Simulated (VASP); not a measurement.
# I (C2/m) in VASP: notebook

I is run at these levels: PBEsol+D3(BJ), PBEsol+D4, PBEsol; tasks: single point.

Program: VASP 6.6.1. These are calculated values, not measurements. Logs are shortened: lines on timing, memory, paths and dates and some standing lists are left out, and cuts for length are marked.

### 1 The cell of the first run

The structure is monoclinic, space group C2/m (No. 12). The conventional cell has a = 4.445 Å, b = 6.939 Å, c = 3.080 Å, α = 90.00°, β = 133.70°, γ = 90.00°. Within 4.2 Å of I (site symmetry 2/m) lie 12 I at 3.08 to 4.12 Å.

### 2 Single point, PBEsol+D3(BJ)

INCAR

```
SYSTEM = I
  PREC = Accurate
  ENCUT = 520
  EDIFF = 1E-6
  ISMEAR = -1
  SIGMA = 0.05
  LREAL = .FALSE.
  LASPH = .TRUE.
  NELM = 60
  ALGO = Normal
  ISIF = 2
  LWAVE = .FALSE.
  LCHARG = .TRUE.
  GGA = PS
  IVDW = 12
  LELF = .TRUE.
  LVHAR = .TRUE.
  NBANDS = 10
```

KPOINTS

```
Automatic mesh
0
G
  7 7 11
  0 0 0
```

POSCAR

```
I
1.0
    2.1992543722     -3.4694083951     -0.3630423078
    2.1992543722      3.4694083951     -0.3630423078
   -1.7448977801      0.0000000000      2.5384230877
I
1
Direct
    0.5000000000      0.5000000000      0.5000000000
```

Potentials or basis: VASP PAW PBE potentials, release 64 (I).

Started as:

```
$ cat potpaw_PBE.64/I/POTCAR > POTCAR
$ mpirun -np 1 vasp_std > vasp.out
```

OUTCAR:

```text
SYSTEM = I
   PREC = Accurate
   ENCUT = 520
   EDIFF = 1E-6
   ISMEAR = -1
   LREAL = .FALSE.
   LASPH = .TRUE.
   NELM = 60
   ISIF = 2
   GGA = PS
   IVDW = 12
 IVDW          = 12

 ion  position               nearest neighbor table
   1  0.500  0.500  0.500-

  Warning from LATTYP: Got some problem with cell dimensions!
  Tried to take original basis but could not verify dimensions!
  LATTYP: Found a base centered monoclinic cell.
 ALAT       =     4.4446468703
 B/A-ratio  =     1.5611626734
 C/A-ratio  =     0.6930363714
 COS(beta)  =    -0.6908598775

  Lattice vectors:

 A1 = (  -0.4543565921,   3.4694083951,  -2.1753807799)
 A2 = (  -0.4543565921,  -3.4694083951,  -2.1753807799)
 A3 = (  -1.7448977801,   0.0000000000,   2.5384230877)

Analysis of symmetry for initial positions (statically):
=====================================================================
 Subroutine PRICEL returns:
 Original cell was already a primitive cell.

 Routine SETGRP: Setting up the symmetry group for a
 base centered monoclinic supercell.

 Subroutine GETGRP returns: Found  4 space group operations
 (whereof  4 operations were pure point group operations)
 out of a pool of  4 trial point group operations.

The static configuration has the point symmetry C_2h.

Analysis of symmetry for dynamics (positions and initial velocities):
=====================================================================
 Subroutine PRICEL returns:
 Original cell was already a primitive cell.

 Routine SETGRP: Setting up the symmetry group for a
 base centered monoclinic supercell.

 Subroutine GETGRP returns: Found  4 space group operations
 (whereof  4 operations were pure point group operations)
 out of a pool of  4 trial point group operations.

The dynamic configuration has the point symmetry C_2h.

 Subroutine INISYM returns: Found  4 space group operations
 (whereof  4 operations are pure point group operations),
 and found     1 'primitive' translations

----------------------------------------------------------------------------------------

                                     Primitive cell

  volume of cell :      34.3414

  direct lattice vectors                    reciprocal lattice vectors
     2.199254372 -3.469408395 -0.363042308     0.256449562 -0.144116790  0.176281989
     2.199254372  3.469408395 -0.363042308     0.256449562  0.144116790  0.176281989
    -1.744897780  0.000000000  2.538423088     0.073354234  0.000000000  0.444368650

  length of vectors
     4.123750007  4.123750007  3.080301939     0.342945136  0.342945136  0.450382438

  position of ions in fractional coordinates (direct lattice)
     0.500000000  0.500000000  0.500000000

  ion indices of the primitive-cell ions
   primitive index   ion index
                 1           1

----------------------------------------------------------------------------------------

 KPOINTS: Automatic mesh

Automatic generation of k-mesh.
 Grid dimensions read from file:
 generate k-points for:    7    7   11

 Generating k-lattice:

  Cartesian coordinates                     Fractional coordinates (reciprocal lattice)
     0.036635652 -0.020588113  0.025183141     0.142857143 -0.000000000  0.000000000
     0.036635652  0.020588113  0.025183141    -0.000000000  0.142857143  0.000000000
     0.006668567  0.000000000  0.040397150    -0.000000000 -0.000000000  0.090909091

  Length of vectors
     0.048992162  0.048992162  0.040943858

  Shift w.r.t. Gamma in fractional coordinates (k-lattice)
     0.000000000  0.000000000  0.000000000

 Subroutine IBZKPT returns following result:
 ===========================================

 Found    156 irreducible k-points:

 Following reciprocal coordinates:
            Coordinates               Weight
  0.000000  0.000000  0.000000      1.000000
  0.142857  0.000000 -0.000000      4.000000
  0.285714  0.000000  0.000000      4.000000
  0.428571  0.000000 -0.000000      4.000000
  0.142857  0.142857 -0.000000      2.000000
  0.285714  0.142857 -0.000000      4.000000
[... 16 lines left out ...]
 -0.142857 -0.000000  0.090909      4.000000
  0.142857  0.142857  0.090909      2.000000
 [... further k-points ...]
   k-points           NKPTS =    156   k-points in BZ     NKDIM =    156   number of bands    NBANDS=     10
   number of dos      NEDOS =    301   number of ions     NIONS =      1
   total plane-waves  NPLWV =  24576
   dimension x,y,z NGX =    32 NGY =   32 NGZ =   24
   dimension x,y,z NGXF=    64 NGYF=   64 NGZF=   48
   ions per type =               1
   NGX,Y,Z   is equivalent  to a cutoff of  12.90, 12.90, 12.95 a.u.
   NGXF,Y,Z  is equivalent  to a cutoff of  25.80, 25.80, 25.91 a.u.
 SYSTEM =  I
   PREC   = accura    normal or accurate (medium, high low for compatibility)
   ISTART =      0    job   : 0-new  1-cont  2-samecut
   ICHARG =      2    charge: 1-file 2-atom 10-const
   ISPIN  =      1    spin polarized calculation?
   LNONCOLLINEAR =      F non collinear calculations
   LSORBIT =      F    spin-orbit coupling
   LASPH  =      T    aspherical Exc in radial PAW
   ENCUT  =  520.0 eV  38.22 Ry    6.18 a.u.   7.67  7.67  5.73*2*pi/ulx,y,z
   NELM   =     60;   NELMIN=  2; NELMDL= -5     # of ELM steps
   EDIFF  = 0.1E-05   stopping-criterion for ELM
   LREAL  =      F    real-space projection
   EDIFFG = 0.1E-04   stopping-criterion for IOM
   NSW    =      0    number of steps for IOM
   IBRION =     -1    ionic relax: 0-MD 1-quasi-New 2-CG
   NFREE  =      0    steps in history (QN), initial steepest desc. (CG)
   ISIF   =      2    stress and relaxation
   ISYM   =      2    0-nonsym 1-usesym 2-fastsym
   POTIM  = 0.5000    time-step for ionic-motion
   TEBEG  =    0.0;   TEEND  =   0.0 temperature during run
   PSTRESS=    0.0 pullay stress
   NELECT =       7.0000    total number of electrons
   NUPDOWN=      -1.0000    fix difference up-down
   EMIN   =  10.00;   EMAX   =-10.00  energy-range for DOS
   EFERMI =   0.00;   METHOD = LEGACY
   ISMEAR =    -1;   SIGMA  =   0.05  broadening in eV -4-tet -1-fermi 0-gaus
   EFERMI_NEDOS =   21; number of points for ismear=-14 and -15
   IALGO  =     38    algorithm
   IMIX   =      4    mixing-type and parameters
     AMIX     =   0.40;   BMIX     =  1.00
     AMIX_MAG =   1.60;   BMIX_MAG =  1.00
  volume/ion in A,a.u.               =      34.34       231.75
  Fermi-wavevector in a.u.,A,eV,Ry     =   0.963463  1.820681 12.629756  0.928261
  Thomas-Fermi vector in A             =   2.093010
   LORBIT       =      0    0 simple, 1 ext, 2 COOP (PROOUT), +10 PAW based schemes
   GGA     = PS    functional components
   LHFCALC =     F    Hartree Fock is set to
   AEXX    =    0.0000 exact exchange contribution
   IVDW    =    12    specifies the selected vdW correction
   LEPSILON=     F    determine dielectric tensor
   LRPA    =     F    only Hartree local field effects (RPA)
 non-spin polarized calculation
  energy-cutoff  :      520.00
  volume of cell :       34.34
 maximum number of plane-waves:       935
   NGX = 15   NGY = 15   NGZ = 11

 number of electron       7.0000000 magnetization

 Free energy of the ion-electron system (eV)
  ---------------------------------------------------
  ext. energy  EPLUGINS =         0.00000000
  ---------------------------------------------------
  free energy    TOTEN  =        -1.67455164 eV

  energy without entropy =       -1.67124431  energy(sigma->0) =       -1.67289798

 E-fermi :   5.0409     XC(G=0):  -9.2497

 val. band max:        5.0026624480   @ k =  -0.1429  -0.1429   0.4545
 cond. band min:       5.0984520023   @ k =  -0.1429   0.1429   0.0909
 fundamental gap:      0.0957895543
 Fermi energy:         5.0409217968

 k-point     1 :       0.0000    0.0000    0.0000
  band No.  band energies     occupation
      1      -9.3734      2.00000
      2       3.7444      2.00000
      3       5.8953      0.00000
      4       6.7934      0.00000
      5      10.1203      0.00000
      6      12.6311      0.00000
      7      13.9407      0.00000
      8      16.4917      0.00000
      9      17.0694      0.00000
     10      17.5996      0.00000

 k-point     2 :       0.1429    0.0000   -0.0000
  band No.  band energies     occupation
      1      -9.1364      2.00000
      2       3.4999      2.00000
      3       4.2512      2.00000
      4       6.9172      0.00000
      5      10.8102      0.00000
      6      13.5635      0.00000
      7      13.8005      0.00000
      8      15.1752      0.00000
      9      17.9589      0.00000
     10      18.3920      0.00000

 k-point     3 :       0.2857    0.0000    0.0000
  band No.  band energies     occupation
      1      -8.5098      2.00000
      2       1.4436      2.00000
      3       3.3967      2.00000
      4       7.2208      0.00000
      5      10.5867      0.00000
      6      13.8976      0.00000
      7      14.0950      0.00000
      8      18.4448      0.00000
      9      18.4886      0.00000
     10      19.4766      0.00000

 k-point     4 :       0.4286    0.0000   -0.0000
  band No.  band energies     occupation
      1      -7.8534      2.00000
      2      -0.3304      2.00000
      3       3.2229      2.00000
      4       7.4961      0.00000
      5       9.6253      0.00000
      6      14.6673      0.00000
      7      16.3899      0.00000
      8      17.4719      0.00000
      9      17.9367      0.00000
     10      20.4805      0.00000

 k-point     5 :       0.1429    0.1429   -0.0000
  band No.  band energies     occupation
      1      -8.5915      2.00000
      2       1.6663      2.00000
      3       3.8102      2.00000
      4       7.2948      0.00000
      5      11.3747      0.00000
      6      11.4942      0.00000
      7      14.3616      0.00000
      8      18.5407      0.00000
      9      18.7178      0.00000
     10      18.8325      0.00000

 k-point     6 :       0.2857    0.1429   -0.0000
  band No.  band energies     occupation
      1      -7.9234      2.00000
      2      -0.1428      2.00000
      3       3.2827      2.00000
      4       7.5466      0.00000
      5      10.4620      0.00000
      6      13.4601      0.00000
      7      14.9385      0.00000
      8      17.5653      0.00000
      9      17.8533      0.00000
     10      19.8315      0.00000
[... 183 lines left out ...]
 k-point    21 :      -0.4286    0.0000    0.0909
  band No.  band energies     occupation
      1      -8.0885      2.00000
      2       0.6604      2.00000
      3       3.1285      2.00000
      4       6.3892      0.00000
      5      10.4173      0.00000
      6      14.9722      0.00000
      7      15.4705      0.00000
      8      16.4083      0.00000
      9      18.6479      0.00000
     10      20.2420      0.00000

 k-point    22 :      -0.2857    0.0000    0.0909
  band No.  band energies     occupation
      1      -8.7908      2.00000
      2       2.7908      2.00000
      3       3.5984      2.00000
      4       6.0364      0.00000
      5      11.4218      0.00000
      6      13.9958      0.00000
      7      14.6692      0.00000
      8      16.0770      0.00000
      9      16.7875      0.00000
     10      18.6903      0.00000

 k-point    23 :      -0.1429   -0.0000    0.0909
  band No.  band energies     occupation
      1      -9.2141      2.00000
      2       3.5340      2.00000
      3       5.6670      0.00001
      4       5.8329      0.00000
      5      10.6942      0.00000
      6      13.1014      0.00000
      7      14.7732      0.00000
      8      15.6716      0.00000
      9      15.8525      0.00000
     10      18.5133      0.00000

 k-point    24 :       0.1429    0.1429    0.0909
  band No.  band energies     occupation
      1      -8.0469      2.00000
      2       0.4888      2.00000
      3       3.6201      2.00000
      4       6.5945      0.00000
      5      11.0514      0.00000
      6      12.2156      0.00000
      7      15.5550      0.00000
      8      16.1344      0.00000
      9      17.0989      0.00000
     10      20.6594      0.00000

 [... further k-points ...]

------------------------ aborting loop because EDIFF is reached ----------------------------------------

 Edisp (eV)   -0.35137

 E8    (eV) :    -0.2339

  FORCE on cell =-STRESS in cart. coord.  units (eV):
  Direction    XX          YY          ZZ          XY          YZ          ZX
  --------------------------------------------------------------------------------------
  -------------------------------------------------------------------------------------
  Total      -0.00295     0.00240    -0.00158     0.00000     0.00000     0.00257
  in kB      -0.13782     0.11207    -0.07390     0.00000     0.00000     0.11997
  external pressure =       -0.03 kB  Pullay stress =        0.00 kB

 VOLUME and BASIS-vectors are now :
 -----------------------------------------------------------------------------
  energy-cutoff  :      520.00
  volume of cell :       34.34
      direct lattice vectors                 reciprocal lattice vectors
     2.199254372 -3.469408395 -0.363042308     0.256449562 -0.144116790  0.176281989
     2.199254372  3.469408395 -0.363042308     0.256449562  0.144116790  0.176281989
    -1.744897780  0.000000000  2.538423088     0.073354234  0.000000000  0.444368650

 POSITION                                       TOTAL-FORCE (eV/Angst)
 -----------------------------------------------------------------------------------
      1.32681      0.00000      0.90617         0.000000     -0.000000      0.000000
 -----------------------------------------------------------------------------------
    total drift:                                0.000000     -0.000000     -0.000000

  FREE ENERGIE OF THE ION-ELECTRON SYSTEM (eV)
  ---------------------------------------------------
  free  energy   TOTEN  =        -2.0259249575 eV

  energy  without entropy=       -2.0226176258  energy(sigma->0) =       -2.02427129
```

Wall time 66 s (1 thread of Intel Xeon 8259CL, shared host); peak memory 0.2 GiB.

Results:

```yaml
Free_energy: -2.0259 eV
Pressure: 0.0 GPa
Band_gap_on_the_k_mesh: zero (an odd number of electrons rules out a gap without spin polarisation)
Dispersion_energy_per_atom: -0.351 eV
```

Levels at points of the mesh, in eV from the Fermi level:
```tsv
k point	band 1	band 2	band 3	band 4	band 5	band 6	band 7	band 8
(0.00, 0.00, 0.00)	-14.41	-1.30	0.85	1.75	5.08	7.59	8.90	11.45
```

Caveat: the PAW data sets were made with another functional, which shifts forces and pressure a little; spin-orbit coupling is left out, which moves the levels of the heavy elements; an odd number of electrons without spin polarisation forces a metal; a magnetic or distorted state may lie lower.

### 3 Single point, PBEsol+D3(BJ)

This run uses another cell than the first one, of 34.63 Å³/atom.

INCAR

```
ALGO     = Normal         # electronic algorithm
EDIFF    = 1E-7           # SCF threshold, eV
ENCUT    = 520            # plane-wave cutoff, eV
GGA      = PS             # functional
ISIF     = 2              # what is computed and relaxed
ISMEAR   = -1             # smearing method
IVDW     = 12             # dispersion correction
LASPH    = T              # aspherical terms in the spheres
LCHARG   = F              # write CHGCAR
LREAL    = F              # projectors in reciprocal space
LWAVE    = F              # write WAVECAR
NBANDS   = 10             # bands
NELM     = 100            # most SCF steps
PREC     = Accurate       # precision mode
SIGMA    = 0.05           # smearing width, eV
```

KPOINTS

```
k-points
0
Gamma
  7 7 11
```

POSCAR

```
I
1.0
    2.2022604975     -3.4910773841     -0.3632938280
    2.2022604975      3.4910773841     -0.3632938280
   -1.7470532964      0.0000000000      2.5404775653
I
1
Direct
    0.5000000000      0.5000000000      0.5000000000
```

Potentials or basis: VASP PAW PBE potentials, release 64 (I).

Started as:

```
$ cat potpaw_PBE.64/I/POTCAR > POTCAR
$ mpirun -np 1 vasp_std > vasp.out
```

Run time: 62 s. Hardware: 1 thread of Intel Xeon 8259CL, shared host; peak memory 0.2 GiB.

It converged, with:

```
Free energy                : -2.0258 eV
Pressure                   : -0.2 GPa
Band gap on the k mesh     : zero (an odd number of electrons rules out a gap without spin polarisation)
Dispersion energy per atom : -0.348 eV
```

Levels at points of the mesh, in eV from the Fermi level:
| k point | band 2 | band 3 | band 4 | band 5 | band 6 | band 7 |
| --- | --- | --- | --- | --- | --- | --- |
| (0.00, 0.00, 0.00) | -1.33 | 0.84 | 1.74 | 5.04 | 7.58 | 8.87 |

Caveat: three body term missing; the PAW data sets were made with another functional, which shifts forces and pressure a little; spin-orbit coupling is left out, which moves the levels of the heavy elements; an odd number of electrons without spin polarisation forces a metal; a magnetic or distorted state may lie lower.

[end of part 1 of 2]
